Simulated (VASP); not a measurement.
# KBr (Fm-3m) in VASP: further runs, part 2 of 2

VASP 6.6.1. The steps go on from the part before.

### Step 4. Relaxation of cell and atoms, BLYP+D3(BJ)

This run uses another cell than the first one, of 35.94 Å³/atom.

INCAR reads:

```
PREC = Accurate
ENCUT = 600
EDIFF = 1E-6
ISMEAR = -1
SIGMA = 0.05
LREAL = F
LASPH = T
NELM = 60
ALGO = Normal
ISIF = 3
LWAVE = F
LCHARG = F
GGA = B5
ALDAX = 1.0
AGGAX = 1.0
AGGAC = 1.0
ALDAC = 0.0
IVDW = 12
VDW_S6 = 1.0
VDW_S8 = 2.6996
VDW_A1 = 0.4298
VDW_A2 = 4.2359
IBRION = 2
NSW = 60
EDIFFG = -0.01
```

KPOINTS reads:

```
regular mesh
0
Gamma
  7 7 7
```

POSCAR reads:

```
KBr
1.0
    0.0000000000      3.3000000000      3.3000000000
    3.3000000000      0.0000000000      3.3000000000
    3.3000000000      3.3000000000      0.0000000000
Br K
1 1
Direct
    0.5000000000      0.5000000000      0.5000000000
    0.0000000000      0.0000000000      0.0000000000
```

Potentials or basis: VASP PAW PBE potentials, release 64 (Br, K_sv).

On the command line:

```console
cat potpaw_PBE.64/Br/POTCAR potpaw_PBE.64/K_sv/POTCAR > POTCAR
mpirun -np 1 vasp_std > vasp.out
```

OUTCAR:

```text
PREC = Accurate
   ENCUT = 600
   EDIFF = 1E-6
   ISMEAR = -1
   LREAL = F
   LASPH = T
   NELM = 60
   ISIF = 3
   GGA = B5
   IVDW = 12
   IBRION = 2
   NSW = 60
   EDIFFG = -0.01
 IVDW          = 12

 ion  position               nearest neighbor table
   1  0.500  0.500  0.500-   2 3.30   2 3.30   2 3.30   2 3.30   2 3.30   2 3.30
   2  0.000  0.000  0.000-   1 3.30   1 3.30   1 3.30   1 3.30   1 3.30   1 3.30

  LATTYP: Found a face centered cubic cell.
 ALAT       =     6.6000000000

  Lattice vectors:

 A1 = (   0.0000000000,   3.3000000000,   3.3000000000)
 A2 = (   3.3000000000,   0.0000000000,   3.3000000000)
 A3 = (   3.3000000000,   3.3000000000,   0.0000000000)

Analysis of symmetry for initial positions (statically):
=====================================================================
 Subroutine PRICEL returns:
 Original cell was already a primitive cell.

 Routine SETGRP: Setting up the symmetry group for a
 face centered cubic supercell.

 Subroutine GETGRP returns: Found 48 space group operations
 (whereof 48 operations were pure point group operations)
 out of a pool of 48 trial point group operations.

The static configuration has the point symmetry O_h .

Analysis of symmetry for dynamics (positions and initial velocities):
[... 131 lines left out ...]
   GGA     = B5    functional components
   LHFCALC =     F    Hartree Fock is set to
   AEXX    =    0.0000 exact exchange contribution
   IVDW    =    12    specifies the selected vdW correction
   LEPSILON=     F    determine dielectric tensor
   LRPA    =     F    only Hartree local field effects (RPA)
 conjugate gradient relaxation of ions
 non-spin polarized calculation
  energy-cutoff  :      600.00
  volume of cell :       71.87
 maximum number of plane-waves:      2421
 NGX is ok and might be reduce to    40
   NGX = 19   NGY = 19   NGZ = 19

--------------------------------------- Ionic step        1  -------------------------------------------

 number of electron      16.0000000 magnetization

 Free energy of the ion-electron system (eV)
  ---------------------------------------------------
  ext. energy  EPLUGINS =         0.00000000
  ---------------------------------------------------
  free energy    TOTEN  =        -5.80093174 eV

  energy without entropy =       -5.80093174  energy(sigma->0) =       -5.80093174

------------------------ aborting loop because EDIFF is reached ----------------------------------------

 Edisp (eV)   -0.97034

 E8    (eV) :    -0.7366
[... 71 lines left out ...]
--------------------------------------- Ionic step        3  -------------------------------------------

 number of electron      16.0000001 magnetization

 Free energy of the ion-electron system (eV)
  ---------------------------------------------------
  ext. energy  EPLUGINS =         0.00000000
  ---------------------------------------------------
  free energy    TOTEN  =        -5.76727527 eV

  energy without entropy =       -5.76727527  energy(sigma->0) =       -5.76727527

 E-fermi :  -0.1863     XC(G=0):  -7.2181

 val. band max:       -1.2710275804   @ k =   0.0000   0.0000   0.0000
 cond. band min:       3.2925216011   @ k =   0.0000   0.0000   0.0000
 fundamental gap:      4.5635491815
 Fermi energy:        -0.1862548233

 k-point     1 :       0.0000    0.0000    0.0000
  band No.  band energies     occupation
      1     -28.9875      2.00000
      2     -13.6236      2.00000
      3     -12.5434      2.00000
      4     -12.5434      2.00000
      5     -12.5434      2.00000
      6      -1.2710      2.00000
      7      -1.2710      2.00000
      8      -1.2710      2.00000
      9       3.2925      0.00000
     10       6.2724      0.00000
     11       6.2724      0.00000
     12       6.2724      0.00000
[... 316 lines left out ...]
  FREE ENERGIE OF THE ION-ELECTRON SYSTEM (eV)
  ---------------------------------------------------
  free  energy   TOTEN  =        -6.7777959378 eV

  energy  without entropy=       -6.7777959378  energy(sigma->0) =       -6.77779594

 reached required accuracy - stopping structural energy minimisation
```

OSZICAR:

```text
N       E                     dE             d eps       ncg     rms          rms(c)
DAV:   1     0.116750711753E+03    0.11675E+03   -0.77540E+03   480   0.132E+03
DAV:   2     0.135482170914E+01   -0.11540E+03   -0.10800E+03   624   0.283E+02
DAV:   3    -0.574927310292E+01   -0.71041E+01   -0.70796E+01   620   0.663E+01
[... 22 lines left out ...]
DAV:   3    -0.576704810992E+01    0.58865E-02   -0.19693E-02   812   0.116E+00    0.349E-01
DAV:   4    -0.576722106855E+01   -0.17296E-03   -0.65094E-04   804   0.169E-01    0.135E-01
DAV:   5    -0.576727795649E+01   -0.56888E-04   -0.55077E-04   884   0.137E-01    0.257E-02
DAV:   6    -0.576727509733E+01    0.28592E-05   -0.10193E-05   672   0.351E-02    0.106E-02
DAV:   7    -0.576727526564E+01   -0.16831E-06   -0.13648E-06   608   0.650E-03
   3 F= -.67777959E+01 E0= -.67777959E+01  d E =-.652444E-02
```

CONTCAR:

```text
KBr
   1.00000000000000
     0.0000000000000000    3.2568336031743153    3.2568336031743153
     3.2568336031743153    0.0000000000000000    3.2568336031743153
     3.2568336031743153    3.2568336031743153   -0.0000000000000000
  Br              K
     1     1
Direct
     0.5000000000000000    0.5000000000000000    0.5000000000000000
     0.0000000000000000    0.0000000000000000    0.0000000000000000

  0.00000000E+00  0.00000000E+00  0.00000000E+00
  0.00000000E+00  0.00000000E+00  0.00000000E+00
```

Wall time 91 s (1 thread of Intel Xeon Platinum 8488C (Sapphire Rapids), shared host); peak memory 0.25 GiB.

Results:

```
Free energy                           : -6.7778 eV
Relaxed volume                        : 34.55 Å³/atom
Relaxed cell                          : a = 4.606 Å, b = 4.606 Å, c = 4.606 Å, α = 60.00°, β = 60.00°, γ = 60.00°
Space group after relaxing (to 0.1 Å) : Fm-3m (No. 225)
Energy gained by relaxing             : 3.3 meV/atom
Ionic steps                           : 3
Pressure after relaxing               : 0.0 GPa
Band gap on the k mesh                : 4.56 eV
Dispersion energy per atom            : -0.505 eV
```

Step by step:
```tsv
step	energy change (eV)	largest force (eV/Å)	pressure (GPa)	volume (Å³)
1	0.0000	0.0000	-0.68	71.87
2	-0.0050	0.0000	-0.33	70.30
3	-0.0065	0.0000	-0.04	69.09
```

Final structure:
```cif
data_structure
_symmetry_space_group_name_H-M 'P 1'
_symmetry_Int_Tables_number 1
_cell_length_a 4.6059
_cell_length_b 4.6059
_cell_length_c 4.6059
_cell_angle_alpha 60.000
_cell_angle_beta 60.000
_cell_angle_gamma 60.000
_cell_volume 69.09
loop_
_atom_site_label
_atom_site_type_symbol
_atom_site_fract_x
_atom_site_fract_y
_atom_site_fract_z
_atom_site_occupancy
Br1 Br 0.50000 0.50000 0.50000 1
K1 K 0.00000 0.00000 0.00000 1
```

Caveat: the PAW data sets were made with another functional, which shifts forces and pressure a little.

### Step 5. Relaxation of cell and atoms, BLYP+D4

This run uses another cell than the first one, of 35.94 Å³/atom.

INCAR reads:

```
SYSTEM = KBr
PREC = Accurate ; ENCUT = 600
EDIFF = 1E-7 ; ISMEAR = -1
SIGMA = 0.05 ; LREAL = .False.
LASPH = .True. ; NELM = 80
ALGO = Normal ; ISIF = 3
LWAVE = .False. ; LCHARG = .False.
GGA = B5 ; ALDAX = 1.0
AGGAX = 1.0 ; AGGAC = 1.0
ALDAC = 0.0 ; IVDW = 13
VDW_S6 = 1.0 ; VDW_S8 = 2.34076671
VDW_A1 = 0.44488865 ; VDW_A2 = 4.0933009
IBRION = 2 ; NSW = 60
EDIFFG = -0.01
```

KPOINTS reads:

```
regular mesh
0
Gamma
  7 7 7
  0 0 0
```

POSCAR is that of step 4.

On the command line:

```console
cat potpaw_PBE.64/Br/POTCAR potpaw_PBE.64/K_sv/POTCAR > POTCAR
mpirun -np 1 vasp_std > vasp.out
```

Wall time 2.9 min (1 thread of Intel Xeon Platinum 8488C (Sapphire Rapids), shared host); peak memory 0.26 GiB.

The run converged. Its results:

```
Free energy                           : -6.2412 eV
Relaxed volume                        : 36.74 Å³/atom
Relaxed cell                          : a = 4.702 Å, b = 4.702 Å, c = 4.702 Å, α = 60.00°, β = 60.00°, γ = 60.00°
Space group after relaxing (to 0.1 Å) : Fm-3m (No. 225)
Energy gained by relaxing             : 0.9 meV/atom
Ionic steps                           : 5
Pressure after relaxing               : 0.0 GPa
Band gap on the k mesh                : 4.38 eV
Dispersion energy per atom            : -0.213 eV
```

The path:
```tsv
step	energy change (eV)	largest force (eV/Å)	pressure (GPa)	volume (Å³)
1	0.0000	0.0000	0.35	71.87
2	-0.0014	0.0000	0.16	72.69
3	-0.0017	0.0000	0.07	73.16
4	-0.0016	0.0000	-0.12	74.10
5	-0.0018	0.0000	0.01	73.49
```

Final structure:
```xyz
2
Lattice="0.0000 3.3245 3.3245 3.3245 0.0000 3.3245 3.3245 3.3245 0.0000" Properties=species:S:1:pos:R:3 pbc="T T T"
Br    3.3245    3.3245    3.3245
K     0.0000    0.0000    0.0000
```

Levels at points of the mesh, in eV from the valence-band top:
```
           k point  band 5  band 6  band 7  band 8  band 9  band 10  band 11  band 12
(0.00, 0.00, 0.00)  -11.39    0.00    0.00    0.00    4.38     7.53     7.53     7.53
```

Caveat: the PAW data sets were made with another functional, which shifts forces and pressure a little; an odd mesh through Γ misses points on the zone boundary, where band edges can lie. Zero-point motion and thermal expansion aren't in these numbers.

### Step 6. Single point, PBEsol, non-collinear spin, zero start, spin-orbit coupling

This run uses another cell than the first one, of 35.94 Å³/atom.

INCAR reads:

```
SYSTEM = KBr
  PREC = Accurate
  ENCUT = 520
  EDIFF = 1E-7
  ISMEAR = -1
  SIGMA = 0.05
  LREAL = .False.
  LASPH = .True.
  NELM = 150
  ALGO = Normal
  ISIF = 2
  LWAVE = .False.
  LCHARG = .False.
  MAGMOM = 0 0 0 0 0 0
  LORBIT = 11
  LSORBIT = .True.
  GGA_COMPAT = .False.
  LORBMOM = .True.
  GGA = PS
  NBANDS = 28
```

KPOINTS reads:

```
Automatic mesh
0
Gamma
  7 7 7
  0 0 0
```

POSCAR is that of step 5.

Potentials or basis: VASP PAW PBE potentials, release 64 (Br, K_sv).

On the command line:

```console
cat potpaw_PBE.64/Br/POTCAR potpaw_PBE.64/K_sv/POTCAR > POTCAR
mpirun -np 1 vasp_ncl > vasp.out
```

OUTCAR:

```text
SYSTEM = KBr
   PREC = Accurate
   ENCUT = 520
   EDIFF = 1E-7
   ISMEAR = -1
   LREAL = .False.
   LASPH = .True.
   NELM = 150
   ISIF = 2
   LORBIT = 11
   LSORBIT = .True.
   GGA = PS

 ion  position               nearest neighbor table
   1  0.500  0.500  0.500-   2 3.30   2 3.30   2 3.30   2 3.30   2 3.30   2 3.30
   2  0.000  0.000  0.000-   1 3.30   1 3.30   1 3.30   1 3.30   1 3.30   1 3.30

  LATTYP: Found a face centered cubic cell.
 ALAT       =     6.6000000000

  Lattice vectors:

 A1 = (   0.0000000000,   3.3000000000,   3.3000000000)
 A2 = (   3.3000000000,   0.0000000000,   3.3000000000)
 A3 = (   3.3000000000,   3.3000000000,   0.0000000000)

Analysis of symmetry for initial positions (statically):
=====================================================================
 Subroutine PRICEL returns:
 Original cell was already a primitive cell.

 Routine SETGRP: Setting up the symmetry group for a
 face centered cubic supercell.

 Subroutine GETGRP returns: Found 48 space group operations
 (whereof 48 operations were pure point group operations)
 out of a pool of 48 trial point group operations.

The static configuration has the point symmetry O_h .

Analysis of symmetry for dynamics (positions and initial velocities):
=====================================================================
 Subroutine PRICEL returns:
 Original cell was already a primitive cell.

 Routine SETGRP: Setting up the symmetry group for a
 face centered cubic supercell.

 Subroutine GETGRP returns: Found 48 space group operations
 (whereof 48 operations were pure point group operations)
 out of a pool of 48 trial point group operations.

The dynamic configuration has the point symmetry O_h .

Analysis of structural, dynamic, and magnetic symmetry:
=====================================================================
 Subroutine PRICEL returns:
 Original cell was already a primitive cell.

 Routine SETGRP: Setting up the symmetry group for a
[... 820 lines left out ...]

 # of ion     p       d       tot
 ----------------------------------------
  1         0.000   0.000   0.000
  2         0.000  -0.000  -0.000
 ----------------------------------------
            0.000  -0.000  -0.000

 orbital moment (z)

 # of ion     p       d       tot
 ----------------------------------------
  1         0.000  -0.000  -0.000
  2         0.000   0.000   0.000
 ----------------------------------------
            0.000  -0.000  -0.000

 Spin-Orbit-Coupling matrix elements

 Ion:    1  E_soc:     -0.0513865
 l=   1
     0.0000000    -0.0085642    -0.0085642
    -0.0085642     0.0000000    -0.0085642
    -0.0085642    -0.0085642     0.0000000
 l=   2
     0.0000000    -0.0000001     0.0000000    -0.0000001    -0.0000002
    -0.0000001     0.0000000    -0.0000001    -0.0000001    -0.0000000
     0.0000000    -0.0000001     0.0000000    -0.0000001     0.0000000
    -0.0000001    -0.0000001    -0.0000001     0.0000000    -0.0000000
    -0.0000002    -0.0000000     0.0000000    -0.0000000     0.0000000
 l=   3
     0.0000000     0.0000000     0.0000000     0.0000000     0.0000000     0.0000000     0.0000000
     0.0000000     0.0000000     0.0000000     0.0000000     0.0000000     0.0000000     0.0000000
     0.0000000     0.0000000     0.0000000     0.0000000     0.0000000     0.0000000     0.0000000
     0.0000000     0.0000000     0.0000000     0.0000000     0.0000000     0.0000000     0.0000000
     0.0000000     0.0000000     0.0000000     0.0000000     0.0000000     0.0000000     0.0000000
     0.0000000     0.0000000     0.0000000     0.0000000     0.0000000     0.0000000     0.0000000
     0.0000000     0.0000000     0.0000000     0.0000000     0.0000000     0.0000000     0.0000000

 Ion:    2  E_soc:     -0.0081462
 l=   1
     0.0000000    -0.0013566    -0.0013566
    -0.0013566     0.0000000    -0.0013566
    -0.0013566    -0.0013566     0.0000000
 l=   2
     0.0000000     0.0000001     0.0000000     0.0000001    -0.0000013
     0.0000001     0.0000000    -0.0000009     0.0000001    -0.0000003
     0.0000000    -0.0000009     0.0000000    -0.0000009     0.0000000
     0.0000001     0.0000001    -0.0000009     0.0000000    -0.0000003
    -0.0000013    -0.0000003     0.0000000    -0.0000003     0.0000000
 l=   3
     0.0000000     0.0000000     0.0000000     0.0000000     0.0000000     0.0000000     0.0000000
     0.0000000     0.0000000     0.0000000     0.0000000     0.0000000     0.0000000     0.0000000
     0.0000000     0.0000000     0.0000000     0.0000000     0.0000000     0.0000000     0.0000000
     0.0000000     0.0000000     0.0000000     0.0000000     0.0000000     0.0000000     0.0000000
     0.0000000     0.0000000     0.0000000     0.0000000     0.0000000     0.0000000     0.0000000
     0.0000000     0.0000000     0.0000000     0.0000000     0.0000000     0.0000000     0.0000000
     0.0000000     0.0000000     0.0000000     0.0000000     0.0000000     0.0000000     0.0000000

 total charge

# of ion       s       p       d       tot
------------------------------------------
    1        1.592   3.282   0.001   4.874
    2        1.956   5.568   0.025   7.549
--------------------------------------------------
tot          3.548   8.850   0.026  12.423

 magnetization (x)

# of ion       s       p       d       tot
------------------------------------------
    1       -0.000   0.000   0.000   0.000
    2        0.000  -0.000   0.000   0.000
--------------------------------------------------
tot          0.000   0.000   0.000   0.000

 magnetization (y)

# of ion       s       p       d       tot
------------------------------------------
    1        0.000   0.000   0.000   0.000
    2        0.000  -0.000   0.000   0.000
--------------------------------------------------
tot          0.000  -0.000   0.000   0.000

 magnetization (z)

# of ion       s       p       d       tot
------------------------------------------
    1        0.000   0.000  -0.000   0.000
    2        0.000   0.000   0.000   0.000
--------------------------------------------------
tot          0.000   0.000  -0.000   0.000
```

It took 60 s on 1 thread of AMD EPYC 9R45 (Zen 5), shared host; peak memory 0.38 GiB.

Results:

```yaml
Free_energy: -6.4885 eV
Pressure: -0.3 GPa
Net_moment: 0.00 μB per cell
Valence_electrons_inside_the_program's_atomic_spheres: Br 4.87; K 7.55
```

Moments on the atoms (μB; x, y, z):
```
Br  0.00 0.00 0.00
K   0.00 0.00 0.00
```

Caveat: the PAW data sets were made with another functional, which shifts forces and pressure a little.

### Step 7. The runs side by side

| task | level | spin | cell | cutoff (eV) | gap on the mesh (eV) | pressure (GPa) | relaxed volume (Å³/atom) |
| --- | --- | --- | --- | --- | --- | --- | --- |
| single point | BLYP+D3(BJ) | off | a = 4.591 Å, angles 60.0°, 2 atoms | 520 | 4.59 | 0.1 | - |
| single point | BLYP+D4 | off | a = 4.695 Å, angles 60.0°, 2 atoms | 520 | 4.39 | 0.1 | - |
| relaxation of cell and atoms | BLYP+D3(BJ) | off | relaxed from a = 4.667 Å, angles 60.0°, 2 atoms | 600 | 4.56 | 0.0 | 34.55 |
| relaxation of cell and atoms | BLYP+D4 | off | relaxed from a = 4.667 Å, angles 60.0°, 2 atoms | 600 | 4.38 | 0.0 | 36.74 |
| single point | PBEsol | non-collinear, zero start, SOC | a = 4.667 Å, angles 60.0°, 2 atoms | 520 | - | -0.3 | - |

Alike in all rows: potentials or basis VASP PAW PBE potentials, release 64 (Br, K_sv); k mesh 7 × 7 × 7; smearing fermi-dirac 0.05 eV.

Caveats: the PAW data sets were made with another functional, which shifts forces and pressure a little; an odd mesh through Γ misses points on the zone boundary, where band edges can lie (at least some runs).

Total energies depend on the potentials used, so only differences within one code and one set of settings carry meaning.
